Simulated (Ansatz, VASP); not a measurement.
**One calculation of Cu, two programs**

INCAR

```
SYSTEM = Cu
PREC = Accurate
ENCUT = 520
EDIFF = 1E-6
ISMEAR = -1
SIGMA = 0.1
LREAL = .FALSE.
LASPH = .TRUE.
NELM = 60
ALGO = Normal
ISIF = 2
LWAVE = .FALSE.
LCHARG = .FALSE.
GGA = RE
NBANDS = 12
```

File KPOINTS:

```
Automatic mesh
0
G
  17 17 17
  0 0 0
```

Contents of POSCAR:

```
Cu
1.0
   -1.4354030297      1.4354030297      1.4354030297
    1.4354030297     -1.4354030297      1.4354030297
    1.4354030297      1.4354030297     -1.4354030297
Cu
1
Direct
    0.0000000000      0.0000000000      0.0000000000
```

Input for Ansatz:

```yaml
crystal:
  lattice:
    - [-1.4354030297, 1.4354030297, 1.4354030297]
    - [1.4354030297, -1.4354030297, 1.4354030297]
    - [1.4354030297, 1.4354030297, -1.4354030297]
  atoms:
    - { symbol: Cu, position: [0.0, 0.0, 0.0] }
hamiltonian:
  xc: revpbe
  pseudopotentials:
    kind: paw
    azcp:
      Cu: "pseudopotentials/Cu.paw.azcp"
basis:
  ecutwfc: 420
  fft_grid_basis: typed
kpoints:
  mp_grid: { grid: [17, 17, 17], shift: [0, 0, 0] }
magnetization:
  spin_polarized: false
scf:
  occupations: { method: fermi_dirac, width: 0.1 }
  lower_state_search: "off"
output:
  stress: true
  write_density: true
  write_potential: true
  elf: true
  volumetric_format: npy
```

Alike in both runs: task single point; functional revPBE; k mesh 17 × 17 × 17; occupations fermi-dirac, width 0.1 eV; no spin polarisation.

|  | VASP | Ansatz |
| --- | --- | --- |
| version | VASP 6.6.1 | Ansatz 0.2.0 |
| potentials or method | VASP PAW PBE potentials, release 64 (Cu), cutoff 520 eV | plane waves (420 eV) with PAW, scalar-relativistic |
| valence electrons in the cell | 11 | 19 |

|  | VASP | Ansatz | Ansatz less VASP |
| --- | --- | --- | --- |
| pressure (GPa) | 6.3 | 5.7 | -0.58 |

VASP's potentials were made for PBE, not for revPBE. VASP's potentials hold 11 valence electrons a cell and Ansatz's 19, so a difference there can come from the potentials and not from the codes.
